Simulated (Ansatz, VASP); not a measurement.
## Be in VASP and in Ansatz

```
CELL_PARAMETERS angstrom
2.26265 0.00000 0.00000
-1.13132 1.95951 0.00000
0.00000 0.00000 3.56664
ATOMIC_POSITIONS crystal
Be 0.33333 0.66667 0.25000
Be 0.66667 0.33333 0.75000
```

Alike in both runs: functional PBE; k mesh 21 × 21 × 12; occupations gaussian, width 0.1 eV; no spin polarisation.

Ansatz relaxed the structure, and its values are those at the end. VASP's run is a single point on that final structure, the one shown.

```csv
,VASP,Ansatz
version,VASP 6.6.1,Ansatz 0.2.0
potentials or method,"VASP PAW PBE potentials, release 64 (Be), cutoff 600 eV","scalar-relativistic, plane waves, PAW"
valence electrons in the cell,4,4
```

|  | VASP | Ansatz | Ansatz less VASP |
| --- | --- | --- | --- |
| gap on the k mesh at the Fermi level (eV) | none | none | - |
| pressure (GPa) | 0.2 | 0.0 | -0.16 |

A gap of «none» marks a metal or a gap that the smearing closes.
